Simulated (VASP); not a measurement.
# LiH (P1) in VASP: single point with HSE06+D3(BJ)

Aim: the single point of LiH with HSE06+D3(BJ).

Everything below comes from runs of VASP 6.6.1. Logs are shortened: lines on timing, memory, paths and dates and some standing lists are left out, and cuts for length are marked.

### Step 1. The cell of the first run

The typed cell holds 2 atoms: a = 2.880 Å, b = 2.880 Å, c = 2.880 Å, α = 60.00°, β = 60.00°, γ = 60.00°.

### Step 2. Single point, HSE06+D3(BJ) (atoms moved at random)

Contents of POSCAR:

```
LiH
1.0
    0.0000000000      2.0367500000      2.0367500000
    2.0367500000      0.0000000000      2.0367500000
    2.0367500000      2.0367500000      0.0000000000
Li H
1 1
Direct
   -0.0233170000     -0.0385960000     -0.0260760000
    0.4972970000      0.5156660000      0.4600000000
```

Contents of INCAR.step1:

```
SYSTEM = LiH
ALGO = Normal
EDIFF = 1E-5
ENCUT = 520
GGA = PE
ISIF = 2
ISMEAR = 0
LASPH = .True.
LREAL = .False.
LWAVE = .True.
NBANDS = 9
NELM = 80
PREC = Accurate
SIGMA = 0.01
```

Contents of INCAR.step2:

```
SYSTEM = LiH
ALGO = Normal
EDIFF = 1E-7
ENCUT = 520
GGA = PE
HFSCREEN = 0.2079
ISIF = 2
ISMEAR = 0
ISTART = 1
IVDW = 12
LASPH = .True.
LCHARG = .True.
LELF = .True.
LHFCALC = .True.
LREAL = .False.
LVHAR = .True.
LWAVE = .False.
NBANDS = 9
NELM = 80
PREC = Accurate
PRECFOCK = Normal
SIGMA = 0.01
VDW_A1 = 0.383
VDW_A2 = 5.685
VDW_S6 = 1.0
VDW_S8 = 2.31
```

Contents of KPOINTS:

```
k-points
0
Gamma
  6 6 6
  0 0 0
```

Potentials or basis: VASP PAW PBE potentials, release 64 (Li_sv, H).

The run is started by

```console
> cat potpaw_PBE.64/Li_sv/POTCAR potpaw_PBE.64/H/POTCAR > POTCAR
> cp INCAR.step1 INCAR
> mpirun -np 1 vasp_std > vasp.out
> cp INCAR.step2 INCAR
> mpirun -np 1 vasp_std > vasp.out
```

OUTCAR:

```text
SYSTEM = LiH
   EDIFF = 1E-7
   ENCUT = 520
   GGA = PE
   HFSCREEN = 0.2079
   ISIF = 2
   ISMEAR = 0
   ISTART = 1
   IVDW = 12
   LASPH = .True.
   LHFCALC = .True.
   LREAL = .False.
   NELM = 80
   PREC = Accurate
   PRECFOCK = Normal
 IVDW          = 12

 ion  position               nearest neighbor table
   1  0.977  0.961  0.974-
   2  0.497  0.516  0.460-

  LATTYP: Found a face centered cubic cell.
 ALAT       =     4.0735000000

  Lattice vectors:

 A1 = (   0.0000000000,   2.0367500000,   2.0367500000)
 A2 = (   2.0367500000,   0.0000000000,   2.0367500000)
 A3 = (   2.0367500000,   2.0367500000,   0.0000000000)

Analysis of symmetry for initial positions (statically):
=====================================================================
 Subroutine PRICEL returns:
 Original cell was already a primitive cell.

 Routine SETGRP: Setting up the symmetry group for a
 face centered cubic supercell.

 Subroutine GETGRP returns: Found  1 space group operations
 (whereof  1 operations were pure point group operations)
 out of a pool of 48 trial point group operations.

The static configuration has the point symmetry C_1 .

Analysis of symmetry for dynamics (positions and initial velocities):
=====================================================================
 Subroutine PRICEL returns:
 Original cell was already a primitive cell.

 Routine SETGRP: Setting up the symmetry group for a
 face centered cubic supercell.

 Subroutine GETGRP returns: Found  1 space group operations
 (whereof  1 operations were pure point group operations)
 out of a pool of 48 trial point group operations.

The dynamic configuration has the point symmetry C_1 .

 Subroutine INISYM returns: Found  1 space group operations
 (whereof  1 operations are pure point group operations),
 and found     1 'primitive' translations

----------------------------------------------------------------------------------------

                                     Primitive cell

  volume of cell :      16.8983

  direct lattice vectors                    reciprocal lattice vectors
     0.000000000  2.036750000  2.036750000    -0.245489137  0.245489137  0.245489137
[... 95 lines left out ...]
   TEBEG  =    0.0;   TEEND  =   0.0 temperature during run
   PSTRESS=    0.0 pullay stress
   NELECT =       4.0000    total number of electrons
   NUPDOWN=      -1.0000    fix difference up-down
   EMIN   =  10.00;   EMAX   =-10.00  energy-range for DOS
   EFERMI =   0.00;   METHOD = LEGACY
   ISMEAR =     0;   SIGMA  =   0.01  broadening in eV -4-tet -1-fermi 0-gaus
   EFERMI_NEDOS =   21; number of points for ismear=-14 and -15
   IALGO  =     38    algorithm
   IMIX   =      1    mixing-type and parameters
     AMIX     =   0.40;   BMIX     =  1.00
     AMIX_MAG =   1.60;   BMIX_MAG =  1.00
  volume/ion in A,a.u.               =       8.45        57.02
  Fermi-wavevector in a.u.,A,eV,Ry     =   1.012699  1.913724 13.953585  1.025560
  Thomas-Fermi vector in A             =   2.145824
   LORBIT       =      0    0 simple, 1 ext, 2 COOP (PROOUT), +10 PAW based schemes
   GGA     = PE    functional components
   LHFCALC =     T    Hartree Fock is set to
   PRECFOCK=normal    Normal, Fast or Accurate (Low or Medium for compatibility)
   ENCUT4O =  -1.0   cutoff for four orbital integrals eV
   NKREDX  =     1    reduce k-point grid by
   NKREDY  =     1    reduce k-point grid by
   NKREDZ  =     1    reduce k-point grid by
   AEXX    =    0.2500 exact exchange contribution
   HFSCREEN=    0.2079 screening length (either q_TF or 0.3 A-1)
   HFSCREENC=   0.2079 screening length for correlation (either q_TF or 0.3 A-1)
   ENCUTFOCK=  -1.0 apply spherical cutoff to Coloumb kernel
   IVDW    =    12    specifies the selected vdW correction
   LEPSILON=     F    determine dielectric tensor
   LRPA    =     F    only Hartree local field effects (RPA)
 non-spin polarized calculation
 Gauss-broadening in eV      SIGMA  =   0.01
  energy-cutoff  :      520.00
  volume of cell :       16.90
 maximum number of plane-waves:       468
 NGX is ok and might be reduce to    24
  NGX = 18; NGY = 18; NGZ = 18

 number of electron       4.0000000 magnetization

 Free energy of the ion-electron system (eV)
  ---------------------------------------------------
  ext. energy  EPLUGINS =         0.00000000
  ---------------------------------------------------
  free energy    TOTEN  =        -6.76403953 eV

  energy without entropy =       -6.76403953  energy(sigma->0) =       -6.76403953

 E-fermi :  -0.7740     XC(G=0):  -6.9961

 val. band max:       -0.8258104597   @ k =   0.5000   0.0000   0.5000
 cond. band min:       3.1908469385   @ k =   0.5000   0.0000   0.5000
 fundamental gap:      4.0166573982
 Fermi energy:        -0.7739844248

 k-point     1 :       0.0000    0.0000    0.0000
  band No.  band energies     occupation
      1     -48.1424      2.00000
      2      -6.6759      2.00000
      3      15.9076      0.00000
      4      18.1323      0.00000
      5      18.1929      0.00000
      6      18.8511      0.00000
      7      22.5605      0.00000
      8      22.5759      0.00000
      9      22.6689      0.00000
[... 265 lines left out ...]
 k-point    24 :       0.3333    0.3333    0.1667
  band No.  band energies     occupation
      1     -48.1108      2.00000
      2      -4.6680      2.00000
      3       8.9981      0.00000
      4      12.5560      0.00000
      5      13.8450      0.00000
      6      17.3346      0.00000
      7      20.3005      0.00000
      8      24.7717      0.00000
      9      26.0776      0.00000

 [... further k-points ...]

------------------------ aborting loop because EDIFF is reached ----------------------------------------

 Edisp (eV)   -0.34361

 E8    (eV) :    -0.2006

  FORCE on cell =-STRESS in cart. coord.  units (eV):
  Direction    XX          YY          ZZ          XY          YZ          ZX
  --------------------------------------------------------------------------------------
  -------------------------------------------------------------------------------------
  Total      -0.58113    -0.63393    -0.44450    -0.00062    -0.00137    -0.00920
  in kB     -55.09827   -60.10480   -42.14445    -0.05845    -0.13020    -0.87232
  external pressure =      -52.45 kB  Pullay stress =        0.00 kB

 VOLUME and BASIS-vectors are now :
 -----------------------------------------------------------------------------
  energy-cutoff  :      520.00
  volume of cell :       16.90
      direct lattice vectors                 reciprocal lattice vectors
     0.000000000  2.036750000  2.036750000    -0.245489137  0.245489137  0.245489137
     2.036750000  0.000000000  2.036750000     0.245489137 -0.245489137  0.245489137
     2.036750000  2.036750000  0.000000000     0.245489137  0.245489137 -0.245489137

 POSITION                                       TOTAL-FORCE (eV/Angst)
 -----------------------------------------------------------------------------------
      3.94178      3.97290      3.94740         0.074162      0.011206      0.168482
      1.98719      1.94977      2.06315        -0.074162     -0.011206     -0.168482
 -----------------------------------------------------------------------------------
    total drift:                                0.000013     -0.000052     -0.000050

  FREE ENERGIE OF THE ION-ELECTRON SYSTEM (eV)
  ---------------------------------------------------
  free  energy   TOTEN  =        -7.1076456333 eV

  energy  without entropy=       -7.1076456333  energy(sigma->0) =       -7.10764563
```

OUTCAR.step1:

```text
SYSTEM = LiH
   EDIFF = 1E-5
   ENCUT = 520
   GGA = PE
   ISIF = 2
   ISMEAR = 0
[... 511 lines left out ...]
      3.94178      3.97290      3.94740         0.071198      0.010712      0.162997
      1.98719      1.94977      2.06315        -0.071198     -0.010712     -0.162997
 -----------------------------------------------------------------------------------
    total drift:                               -0.000070     -0.000071     -0.000094

  FREE ENERGIE OF THE ION-ELECTRON SYSTEM (eV)
  ---------------------------------------------------
  free  energy   TOTEN  =        -6.1072566108 eV

  energy  without entropy=       -6.1072566108  energy(sigma->0) =       -6.10725661
```

Wall time 38 min (1 thread of AMD EPYC 7R13, shared host); peak memory 0.26 GiB.

What came out:

```yaml
Free_energy: -7.1076 eV
Largest_force: 0.184 eV/Å
Band_gap_on_the_k_mesh: 4.02 eV
Dispersion_energy_per_atom: -0.172 eV
```

Forces on the atoms (eV/Å):
```
Li   0.074  0.011  0.168
H   -0.074 -0.011 -0.168
```

Caveat: the k points lie up to 0.45 Å⁻¹ apart; the cell differs from its parent crystal (atoms moved at random); the cutoff is under 1.25 times the usual one of these potentials, so pressure, stress and relaxed cells hold a basis-set (Pulay) error; three body term missing; the PAW data sets were made with another functional, which shifts forces and pressure a little. A k mesh can miss the band edges.
